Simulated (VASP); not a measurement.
# Ti4CN4O in VASP: notebook, part 2 of 2

VASP 6.6.1. Earlier steps stand in the parts before.

### Step 3. Single point, PBEsol

Input file INCAR:

```
PREC = Accurate
ENCUT = 520
EDIFF = 1E-6
ISMEAR = 0
SIGMA = 0.1
LREAL = False
LASPH = True
NELM = 100
ALGO = Normal
ISIF = 2
LWAVE = False
LCHARG = False
LDIPOL = True
IDIPOL = 3
DIPOL = 0.5 0.5 0.485
GGA = PS
NBANDS = 50
```

Input file KPOINTS:

```
Automatic mesh
0
Gamma
  10 10 1
```

Input file POSCAR:

```
Ti4CN4O
1.0
    2.9726300472      0.0000000000      0.0000000000
    0.0000000000      2.9726300472      0.0000000000
    0.0000000000      0.0000000000     26.4559005930
Ti N C O
4 4 1 1
Direct
    0.5000000000      0.5000000000      0.3212893838
    0.0000000000      0.0000000000      0.4007411060
    0.5000500464      0.4999499536      0.4820911294
    0.0000959307     -0.0000959307      0.5604830268
    0.0000000000      0.0000000000      0.3212893838
    0.5000000000      0.5000000000      0.4007411060
    0.0000486848     -0.0000486848      0.4804610383
    0.5000987572      0.4999012428      0.5594174755
    0.0006685655      0.9993314345      0.6412278984
    0.0011202754      0.9988797246      0.6844855797
```

Potentials or basis: VASP PAW PBE potentials, release 64 (Ti_sv, N, C, O).

The run is started by

```
$ cat potpaw_PBE.64/Ti_sv/POTCAR potpaw_PBE.64/N/POTCAR potpaw_PBE.64/C/POTCAR potpaw_PBE.64/O/POTCAR > POTCAR
$ mpirun -np 1 vasp_std > vasp.out
```

OUTCAR:

```text
PREC = Accurate
   ENCUT = 520
   EDIFF = 1E-6
   ISMEAR = 0
   LREAL = False
   LASPH = True
   NELM = 100
   ISIF = 2
   GGA = PS

 ion  position               nearest neighbor table
   1  0.500  0.500  0.321-   5 2.10   5 2.10   5 2.10   5 2.10   6 2.10
   2  0.000  0.000  0.401-   6 2.10   6 2.10   6 2.10   6 2.10   5 2.10   7 2.11
   3  0.500  0.500  0.482-   8 2.05   7 2.10   7 2.10   7 2.10   7 2.10   6 2.15
   4  0.000  1.000  0.560-   8 2.10   8 2.10   8 2.10   8 2.10   7 2.12   9 2.14
   5  0.000  0.000  0.321-   1 2.10   1 2.10   1 2.10   1 2.10   2 2.10
   6  0.500  0.500  0.401-   2 2.10   2 2.10   2 2.10   2 2.10   1 2.10   3 2.15
   7  0.000  1.000  0.480-   3 2.10   3 2.10   3 2.10   3 2.10   2 2.11   4 2.12
   8  0.500  0.500  0.559-   3 2.05   4 2.10   4 2.10   4 2.10   4 2.10
   9  0.001  0.999  0.641-  10 1.14   4 2.14
  10  0.001  0.999  0.684-   9 1.14

  LATTYP: Found a simple tetragonal cell.
 ALAT       =     2.9726300472
 C/A-ratio  =     8.8998295021

  Lattice vectors:

 A1 = (   2.9726300472,   0.0000000000,   0.0000000000)
 A2 = (   0.0000000000,   2.9726300472,   0.0000000000)
[... 1475 lines left out ...]

 [... further k-points ...]

------------------------ aborting loop because EDIFF is reached ----------------------------------------

 vacuum level on the upper side and lower side of the slab       (xc-potential included)         0.925        -1.288

  FORCE on cell =-STRESS in cart. coord.  units (eV):
  Direction    XX          YY          ZZ          XY          YZ          ZX
  --------------------------------------------------------------------------------------
  -------------------------------------------------------------------------------------
  Total       -4.0627030     -4.0627030     -0.5119637     -0.0000016      0.0026070     -0.0026065
  in kB      -27.8433433    -27.8433433     -3.5086935     -0.0000109      0.0178665     -0.0178634
  external PRESSURE =     -19.7317934 kB  Pullay stress =       0.0000000 kB

 VOLUME and BASIS-vectors are now :
 -----------------------------------------------------------------------------
  energy-cutoff  :      520.00
  volume of cell :      233.78
      direct lattice vectors                 reciprocal lattice vectors
     2.972630047  0.000000000  0.000000000     0.336402440  0.000000000  0.000000000
     0.000000000  2.972630047  0.000000000     0.000000000  0.336402440  0.000000000
     0.000000000  0.000000000 26.455900593     0.000000000  0.000000000  0.037798751

 POSITION                                       TOTAL-FORCE (eV/Angst)
 -----------------------------------------------------------------------------------
      1.48632      1.48632      8.50000        -0.000020      0.000020      2.010615
      0.00000      0.00000     10.60197         0.000409     -0.000409     -0.153581
      1.48646      1.48617     12.75415        -0.000098      0.000098     -0.003721
      0.00029      2.97234     14.82808         0.000138     -0.000138      0.017998
      0.00000      0.00000      8.50000         0.000002     -0.000002     -1.237126
      1.48632      1.48632     10.60197         0.000262     -0.000262     -0.653390
      0.00014      2.97249     12.71103        -0.000159      0.000159     -0.000104
      1.48661      1.48602     14.79989         0.000011     -0.000011      0.022736
      0.00199      2.97064     16.96426        -0.001536      0.001536     -0.953554
      0.00333      2.96930     18.10868         0.000990     -0.000990      0.950127
 -----------------------------------------------------------------------------------
    total drift:                                0.000080     -0.000080     -0.000361

  FREE ENERGIE OF THE ION-ELECTRON SYSTEM (eV)
  ---------------------------------------------------
  free  energy   TOTEN  =       -97.1696480725 eV

  energy  without entropy=      -97.1469506956  energy(sigma->0) =      -97.15829938

 vacuum level on the upper side and lower side of the slab         6.453         4.194
```

stdout:

```text
POSCAR found type information on POSCAR TiN C O
 POSCAR found :  4 types and      10 ions
 scaLAPACK will be used
 -----------------------------------------------------------------------------
|                                                                             |
|                                                                             |
|     You enforced a specific xc type in the INCAR file but a different       |
|     I HOPE YOU KNOW WHAT YOU ARE DOING!                                     |
|                                                                             |
 -----------------------------------------------------------------------------

 LDA part: xc-table for (Slater+PW92), standard interpolation
 POSCAR, INCAR and KPOINTS ok, starting setup
 FFT: planning ... GRIDC
 FFT: planning ... GRID_SOFT
 FFT: planning ... GRID
 WAVECAR not read
 entering main loop
```

It took 25 min on 1 thread of Intel Xeon 8259CL, shared host; peak memory 0.52 GiB.

Results:

- Free energy: -97.1696 eV
- Largest force: 2.011 eV/Å
- Band gap on the k mesh: zero (bands 39 and 40 overlap by 2.34 eV)

Forces in eV/Å, atoms in the order of the input:
```
Ti   0.000  0.000  2.011
Ti   0.000  0.000 -0.154
Ti   0.000  0.000 -0.004
Ti   0.000  0.000  0.018
N    0.000  0.000 -1.237
N    0.000  0.000 -0.653
N    0.000  0.000  0.000
N    0.000  0.000  0.023
C   -0.002  0.002 -0.954
O    0.001 -0.001  0.950
```

Caveat: the PAW data sets were made with another functional, which shifts forces and pressure a little.
